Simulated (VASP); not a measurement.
# Si2Ni (Fm-3m) in VASP: a series of runs

The runs below take Si2Ni through single point, with PBE.

Program: VASP 6.6.1. These are calculated values, not measurements. Logs are shortened: lines on timing, memory, paths and dates and some standing lists are left out, and cuts for length are marked.

### 1 The cell of the first run

It takes space group Fm-3m (No. 225, cubic). Conventional cell: a = 5.435 Å, b = 5.435 Å, c = 5.435 Å, α = 90.00°, β = 90.00°, γ = 90.00°. Within 3.1 Å of Si (site symmetry -43m) lie 4 Ni at 2.35 Å and 6 Si at 2.72 Å. Ni (site symmetry m-3m) has 8 Si at 2.35 Å within 3.1 Å.

### 2 Single point, PBE

Input file INCAR:

```
SYSTEM = Si2Ni
  PREC = Accurate
  ENCUT = 520
  EDIFF = 1E-6
  ISMEAR = 0
  SIGMA = 0.1
  LREAL = .False.
  LASPH = .True.
  NELM = 80
  ALGO = Normal
  ISIF = 2
  LWAVE = .False.
  LCHARG = .False.
  GGA = PE
  NBANDS = 16
```

Input file KPOINTS:

```
regular mesh
0
Gamma
  14 14 14
  0 0 0
```

Input file POSCAR:

```
Si2Ni
1.0
    0.0000000000      2.7172977782      2.7172977782
    2.7172977782      0.0000000000      2.7172977782
    2.7172977782      2.7172977782      0.0000000000
Si Ni
2 1
Direct
    0.2500000000      0.2500000000      0.2500000000
    0.7500000000      0.7500000000      0.7500000000
    0.0000000000      0.0000000000      0.0000000000
```

Potentials or basis: VASP PAW PBE potentials, release 64 (Si, Ni).

Launch:

```bash
$ cat potpaw_PBE.64/Si/POTCAR potpaw_PBE.64/Ni/POTCAR > POTCAR
$ mpirun -np 1 vasp_std > vasp.out
```

OUTCAR:

```text
SYSTEM = Si2Ni
   PREC = Accurate
   ENCUT = 520
   EDIFF = 1E-6
   ISMEAR = 0
   LREAL = .False.
   LASPH = .True.
   NELM = 80
   ISIF = 2
   GGA = PE

 ion  position               nearest neighbor table
   1  0.250  0.250  0.250-   3 2.35   3 2.35   3 2.35   3 2.35   2 2.72   2 2.72   2 2.72   2 2.72
                             2 2.72   2 2.72
   2  0.750  0.750  0.750-   3 2.35   3 2.35   3 2.35   3 2.35   1 2.72   1 2.72   1 2.72   1 2.72
                             1 2.72   1 2.72
   3  0.000  0.000  0.000-   2 2.35   2 2.35   2 2.35   1 2.35   2 2.35   1 2.35   1 2.35   1 2.35

  LATTYP: Found a face centered cubic cell.
 ALAT       =     5.4345955564

  Lattice vectors:

 A1 = (   0.0000000000,   2.7172977782,   2.7172977782)
 A2 = (   2.7172977782,   0.0000000000,   2.7172977782)
 A3 = (   2.7172977782,   2.7172977782,   0.0000000000)

Analysis of symmetry for initial positions (statically):
=====================================================================
 Subroutine PRICEL returns:
 Original cell was already a primitive cell.

 Routine SETGRP: Setting up the symmetry group for a
 face centered cubic supercell.

 Subroutine GETGRP returns: Found 48 space group operations
 (whereof 48 operations were pure point group operations)
 out of a pool of 48 trial point group operations.

The static configuration has the point symmetry O_h .

Analysis of symmetry for dynamics (positions and initial velocities):
=====================================================================
 Subroutine PRICEL returns:
 Original cell was already a primitive cell.

 Routine SETGRP: Setting up the symmetry group for a
 face centered cubic supercell.

 Subroutine GETGRP returns: Found 48 space group operations
 (whereof 48 operations were pure point group operations)
 out of a pool of 48 trial point group operations.

The dynamic configuration has the point symmetry O_h .

 Subroutine INISYM returns: Found 48 space group operations
 (whereof 48 operations are pure point group operations),
 and found     1 'primitive' translations

----------------------------------------------------------------------------------------

                                     Primitive cell

  volume of cell :      40.1275

  direct lattice vectors                    reciprocal lattice vectors
     0.000000000  2.717297778  2.717297778    -0.184006333  0.184006333  0.184006333
     2.717297778  0.000000000  2.717297778     0.184006333 -0.184006333  0.184006333
     2.717297778  2.717297778  0.000000000     0.184006333  0.184006333 -0.184006333

  length of vectors
     3.842839371  3.842839371  3.842839371     0.318708318  0.318708318  0.318708318

  position of ions in fractional coordinates (direct lattice)
     0.250000000  0.250000000  0.250000000
     0.750000000  0.750000000  0.750000000
     0.000000000  0.000000000  0.000000000

  ion indices of the primitive-cell ions
   primitive index   ion index
                 1           1
                 2           2
                 3           3

----------------------------------------------------------------------------------------

 KPOINTS: regular mesh

Automatic generation of k-mesh.
 Grid dimensions read from file:
 generate k-points for:   14   14   14

 Generating k-lattice:

  Cartesian coordinates                     Fractional coordinates (reciprocal lattice)
    -0.013143310  0.013143310  0.013143310     0.071428571  0.000000000  0.000000000
     0.013143310 -0.013143310  0.013143310     0.000000000  0.071428571  0.000000000
     0.013143310  0.013143310 -0.013143310     0.000000000  0.000000000  0.071428571

  Length of vectors
     0.022764880  0.022764880  0.022764880

  Shift w.r.t. Gamma in fractional coordinates (k-lattice)
     0.000000000  0.000000000  0.000000000

 Subroutine IBZKPT returns following result:
 ===========================================

 Found    104 irreducible k-points:

 Following reciprocal coordinates:
            Coordinates               Weight
  0.000000  0.000000  0.000000      1.000000
  0.071429  0.000000  0.000000      8.000000
  0.142857  0.000000  0.000000      8.000000
  0.214286  0.000000  0.000000      8.000000
  0.285714  0.000000  0.000000      8.000000
  0.357143  0.000000  0.000000      8.000000
[... 16 lines left out ...]
  0.214286  0.142857  0.000000     24.000000
  0.285714  0.142857  0.000000     24.000000
 [... further k-points ...]
   k-points           NKPTS =    104   k-points in BZ     NKDIM =    104   number of bands    NBANDS=     16
   number of dos      NEDOS =    301   number of ions     NIONS =      3
   total plane-waves  NPLWV =  27000
   dimension x,y,z NGX =    30 NGY =   30 NGZ =   30
   dimension x,y,z NGXF=    60 NGYF=   60 NGZF=   60
   ions per type =               2   1
   NGX,Y,Z   is equivalent  to a cutoff of  12.98, 12.98, 12.98 a.u.
   NGXF,Y,Z  is equivalent  to a cutoff of  25.96, 25.96, 25.96 a.u.
 SYSTEM =  Si2Ni
   PREC   = accura    normal or accurate (medium, high low for compatibility)
   ISTART =      0    job   : 0-new  1-cont  2-samecut
   ICHARG =      2    charge: 1-file 2-atom 10-const
   ISPIN  =      1    spin polarized calculation?
   LNONCOLLINEAR =      F non collinear calculations
   LSORBIT =      F    spin-orbit coupling
   LASPH  =      T    aspherical Exc in radial PAW
   ENCUT  =  520.0 eV  38.22 Ry    6.18 a.u.   7.15  7.15  7.15*2*pi/ulx,y,z
   NELM   =     80;   NELMIN=  2; NELMDL= -5     # of ELM steps
   EDIFF  = 0.1E-05   stopping-criterion for ELM
   LREAL  =      F    real-space projection
   EDIFFG = 0.1E-04   stopping-criterion for IOM
   NSW    =      0    number of steps for IOM
   IBRION =     -1    ionic relax: 0-MD 1-quasi-New 2-CG
   NFREE  =      0    steps in history (QN), initial steepest desc. (CG)
   ISIF   =      2    stress and relaxation
   ISYM   =      2    0-nonsym 1-usesym 2-fastsym
   POTIM  = 0.5000    time-step for ionic-motion
   TEBEG  =    0.0;   TEEND  =   0.0 temperature during run
   PSTRESS=    0.0 pullay stress
   NELECT =      18.0000    total number of electrons
   NUPDOWN=      -1.0000    fix difference up-down
   EMIN   =  10.00;   EMAX   =-10.00  energy-range for DOS
   EFERMI =   0.00;   METHOD = LEGACY
   ISMEAR =     0;   SIGMA  =   0.10  broadening in eV -4-tet -1-fermi 0-gaus
   EFERMI_NEDOS =   21; number of points for ismear=-14 and -15
   IALGO  =     38    algorithm
   IMIX   =      4    mixing-type and parameters
     AMIX     =   0.40;   BMIX     =  1.00
     AMIX_MAG =   1.60;   BMIX_MAG =  1.00
  volume/ion in A,a.u.               =      13.38        90.26
  Fermi-wavevector in a.u.,A,eV,Ry     =   1.253194  2.368194 21.367897  1.570496
  Thomas-Fermi vector in A             =   2.387059
   LORBIT       =      0    0 simple, 1 ext, 2 COOP (PROOUT), +10 PAW based schemes
   GGA     = PE    functional components
   LHFCALC =     F    Hartree Fock is set to
   AEXX    =    0.0000 exact exchange contribution
   IVDW    =     0    specifies the selected vdW correction
   LEPSILON=     F    determine dielectric tensor
   LRPA    =     F    only Hartree local field effects (RPA)
 non-spin polarized calculation
 Gauss-broadening in eV      SIGMA  =   0.10
  energy-cutoff  :      520.00
  volume of cell :       40.13
 maximum number of plane-waves:      1106
 NGX is ok and might be reduce to    30
   NGX = 15   NGY = 15   NGZ = 15

 number of electron      17.9999990 magnetization

 Free energy of the ion-electron system (eV)
  ---------------------------------------------------
  ext. energy  EPLUGINS =         0.00000000
  ---------------------------------------------------
  free energy    TOTEN  =       -17.37144170 eV

  energy without entropy =      -17.36731142  energy(sigma->0) =      -17.36937656

 E-fermi :  10.2440     XC(G=0): -11.5139

 val. band max:       10.1642616251   @ k =   0.4286   0.2857   0.0000
 cond. band min:      10.2616457393   @ k =  -0.0714   0.0714   0.0000
 fundamental gap:      0.0973841142
 Fermi energy:        10.2440380017

 k-point     1 :       0.0000    0.0000    0.0000
  band No.  band energies     occupation
      1      -3.4816      2.00000
      2       5.1258      2.00000
      3       5.1258      2.00000
      4       5.1258      2.00000
      5       6.8035      2.00000
      6       6.8035      2.00000
[... 8 lines left out ...]
     15      14.9116      0.00000
     16      14.9116      0.00000

 k-point     2 :       0.0714    0.0000    0.0000
  band No.  band energies     occupation
      1      -3.4069      2.00000
      2       4.9657      2.00000
      3       5.1498      2.00000
      4       5.1498      2.00000
      5       6.7892      2.00000
      6       6.7892      2.00000
[... 8 lines left out ...]
     15      14.6181      0.00000
     16      14.7797      0.00000

 k-point     3 :       0.1429    0.0000    0.0000
  band No.  band energies     occupation
      1      -3.1834      2.00000
      2       4.5135      2.00000
      3       5.2174      2.00000
      4       5.2174      2.00000
      5       6.7552      2.00000
      6       6.7552      2.00000
[... 8 lines left out ...]
     15      14.4970      0.00000
     16      14.8466      0.00000

 k-point     4 :       0.2143    0.0000    0.0000
  band No.  band energies     occupation
      1      -2.8141      2.00000
      2       3.8237      2.00000
      3       5.3144      2.00000
      4       5.3144      2.00000
      5       6.7265      2.00000
      6       6.7265      2.00000
[... 8 lines left out ...]
     15      15.1838      0.00000
     16      15.8253      0.00000
[... 324 lines left out ...]
 k-point    22 :       0.1429    0.1429    0.0000
  band No.  band energies     occupation
      1      -3.0841      2.00000
      2       4.5693      2.00000
      3       5.1636      2.00000
      4       5.1636      2.00000
      5       6.5478      2.00000
      6       6.8753      2.00000
[... 8 lines left out ...]
     15      15.6225      0.00000
     16      15.6225      0.00000

 k-point    23 :       0.2143    0.1429    0.0000
  band No.  band energies     occupation
      1      -2.8132      2.00000
      2       4.1869      2.00000
      3       5.2059      2.00000
      4       5.2320      2.00000
      5       6.4033      2.00000
      6       6.9025      2.00000
[... 8 lines left out ...]
     15      16.3026      0.00000
     16      16.3958      0.00000

 k-point    24 :       0.2857    0.1429    0.0000
  band No.  band energies     occupation
      1      -2.3990      2.00000
      2       3.5581      2.00000
      3       5.2819      2.00000
      4       5.3273      2.00000
      5       6.2785      2.00000
      6       6.9305      2.00000
[... 8 lines left out ...]
     15      17.2716      0.00000
     16      17.4919      0.00000

 [... further k-points ...]

------------------------ aborting loop because EDIFF is reached ----------------------------------------

  FORCE on cell =-STRESS in cart. coord.  units (eV):
  Direction    XX          YY          ZZ          XY          YZ          ZX
  --------------------------------------------------------------------------------------
  -------------------------------------------------------------------------------------
  Total        0.2137303      0.2137303      0.2137303     -0.0000000     -0.0000000      0.0000000
  in kB        8.5336529      8.5336529      8.5336529     -0.0000000     -0.0000000      0.0000000
  external PRESSURE =       8.5336529 kB  Pullay stress =       0.0000000 kB

 VOLUME and BASIS-vectors are now :
 -----------------------------------------------------------------------------
  energy-cutoff  :      520.00
  volume of cell :       40.13
      direct lattice vectors                 reciprocal lattice vectors
     0.000000000  2.717297778  2.717297778    -0.184006333  0.184006333  0.184006333
     2.717297778  0.000000000  2.717297778     0.184006333 -0.184006333  0.184006333
     2.717297778  2.717297778  0.000000000     0.184006333  0.184006333 -0.184006333

 POSITION                                       TOTAL-FORCE (eV/Angst)
 -----------------------------------------------------------------------------------
      1.35865      1.35865      1.35865         0.000000      0.000000      0.000000
      4.07595      4.07595      4.07595        -0.000000     -0.000000      0.000000
      0.00000      0.00000      0.00000        -0.000000      0.000000     -0.000000
 -----------------------------------------------------------------------------------
    total drift:                                0.000000     -0.000000     -0.000000

  FREE ENERGIE OF THE ION-ELECTRON SYSTEM (eV)
  ---------------------------------------------------
  free  energy   TOTEN  =       -17.3714417023 eV

  energy  without entropy=      -17.3673114160  energy(sigma->0) =      -17.36937656
```

Wall time 71 s (1 thread of Intel Xeon Platinum 8488C (Sapphire Rapids), shared host); peak memory 0.2 GiB.

What came out:

```
Free energy            : -17.3714 eV
Pressure               : 0.9 GPa
Band gap on the k mesh : zero (bands 9 and 10 overlap by 2.13 eV)
```

Levels at points of the mesh, in eV from the Fermi level:
| k point | band 7 | band 8 | band 9 | band 10 | band 11 | band 12 |
| --- | --- | --- | --- | --- | --- | --- |
| (0.00, 0.00, 0.00) | -0.45 | 1.66 | 1.66 | 1.66 | 2.29 | 2.29 |
| (0.50, 0.00, 0.00) | -3.26 | -1.43 | -1.43 | 1.74 | 1.78 | 1.78 |
| (0.50, 0.50, 0.00) | -3.53 | -3.37 | -3.05 | -0.46 | 1.43 | 7.72 |

Spin polarisation is off, so any magnetic state and its effect on volume and gap are missing.

### 3 Single point, PBE

This run uses another cell than the first one, of 13.56 Å³/atom.

Input file INCAR:

```
PREC = Accurate
ENCUT = 520
EDIFF = 1E-6
ISMEAR = 0
SIGMA = 0.1
LREAL = F
LASPH = T
NELM = 80
ALGO = Normal
ISIF = 2
LWAVE = F
LCHARG = F
GGA = PE
NBANDS = 16
```

Input file KPOINTS:

```
regular mesh
0
Gamma
  14 14 14
```

Input file POSCAR:

```
Si2Ni
1.0
    0.0000000000      2.7298092955      2.7298092955
    2.7298092955      0.0000000000      2.7298092955
    2.7298092955      2.7298092955      0.0000000000
Si Ni
2 1
Direct
    0.2500000000      0.2500000000      0.2500000000
    0.7500000000      0.7500000000      0.7500000000
    0.0000000000      0.0000000000      0.0000000000
```

Potentials or basis: VASP PAW PBE potentials, release 64 (Si, Ni).

Launch:

```bash
$ cat potpaw_PBE.64/Si/POTCAR potpaw_PBE.64/Ni/POTCAR > POTCAR
$ mpirun -np 1 vasp_std > vasp.out
```

OUTCAR:

```text
PREC = Accurate
   ENCUT = 520
   EDIFF = 1E-6
   ISMEAR = 0
   LREAL = F
   LASPH = T
   NELM = 80
   ISIF = 2
   GGA = PE

 ion  position               nearest neighbor table
   1  0.250  0.250  0.250-   3 2.36   3 2.36   3 2.36   3 2.36   2 2.73   2 2.73   2 2.73   2 2.73
                             2 2.73   2 2.73
   2  0.750  0.750  0.750-   3 2.36   3 2.36   3 2.36   3 2.36   1 2.73   1 2.73   1 2.73   1 2.73
                             1 2.73   1 2.73
   3  0.000  0.000  0.000-   2 2.36   2 2.36   2 2.36   1 2.36   1 2.36   1 2.36   2 2.36   1 2.36

  LATTYP: Found a face centered cubic cell.
 ALAT       =     5.4596185910

  Lattice vectors:

 A1 = (   0.0000000000,   2.7298092955,   2.7298092955)
 A2 = (   2.7298092955,   0.0000000000,   2.7298092955)
 A3 = (   2.7298092955,   2.7298092955,   0.0000000000)

Analysis of symmetry for initial positions (statically):
=====================================================================
 Subroutine PRICEL returns:
 Original cell was already a primitive cell.

 Routine SETGRP: Setting up the symmetry group for a
 face centered cubic supercell.

[... 172 lines left out ...]
 cond. band min:      10.0455542745   @ k =  -0.4286   0.4286   0.0714
 fundamental gap:      0.1018028841
 Fermi energy:        10.0270662209

 k-point     1 :       0.0000    0.0000    0.0000
  band No.  band energies     occupation
      1      -3.5523      2.00000
      2       5.0139      2.00000
      3       5.0139      2.00000
      4       5.0139      2.00000
      5       6.6770      2.00000
      6       6.6770      2.00000
[... 433 lines left out ...]
      3       5.1667      2.00000
      4       5.2126      2.00000
      5       6.1577      2.00000
      6       6.8006      2.00000
[... 8 lines left out ...]
     15      17.0489      0.00000
     16      17.2525      0.00000

 [... further k-points ...]

------------------------ aborting loop because EDIFF is reached ----------------------------------------

  FORCE on cell =-STRESS in cart. coord.  units (eV):
  Direction    XX          YY          ZZ          XY          YZ          ZX
  --------------------------------------------------------------------------------------
  -------------------------------------------------------------------------------------
  Total       -0.2904301     -0.2904301     -0.2904301      0.0000000      0.0000000      0.0000000
  in kB      -11.4373480    -11.4373480    -11.4373480      0.0000000      0.0000000      0.0000000
  external PRESSURE =     -11.4373480 kB  Pullay stress =       0.0000000 kB

 VOLUME and BASIS-vectors are now :
 -----------------------------------------------------------------------------
  energy-cutoff  :      520.00
  volume of cell :       40.68
      direct lattice vectors                 reciprocal lattice vectors
     0.000000000  2.729809295  2.729809295    -0.183162978  0.183162978  0.183162978
     2.729809295  0.000000000  2.729809295     0.183162978 -0.183162978  0.183162978
     2.729809295  2.729809295  0.000000000     0.183162978  0.183162978 -0.183162978

 POSITION                                       TOTAL-FORCE (eV/Angst)
 -----------------------------------------------------------------------------------
      1.36490      1.36490      1.36490         0.000000      0.000000      0.000000
      4.09471      4.09471      4.09471        -0.000000     -0.000000     -0.000000
      0.00000      0.00000      0.00000        -0.000000     -0.000000     -0.000000
 -----------------------------------------------------------------------------------
    total drift:                                0.000000     -0.000000     -0.000000

  FREE ENERGIE OF THE ION-ELECTRON SYSTEM (eV)
  ---------------------------------------------------
  free  energy   TOTEN  =       -17.3713442003 eV

  energy  without entropy=      -17.3673656213  energy(sigma->0) =      -17.36935491
```

Run time: 68 s. Hardware: 1 thread of Intel Xeon Platinum 8488C (Sapphire Rapids), shared host; peak memory 0.2 GiB.

Results:

```
Free energy            : -17.3713 eV
Pressure               : -1.1 GPa
Band gap on the k mesh : zero (bands 9 and 10 overlap by 2.15 eV)
```

Spin polarisation is off, so any magnetic state and its effect on volume and gap are missing.
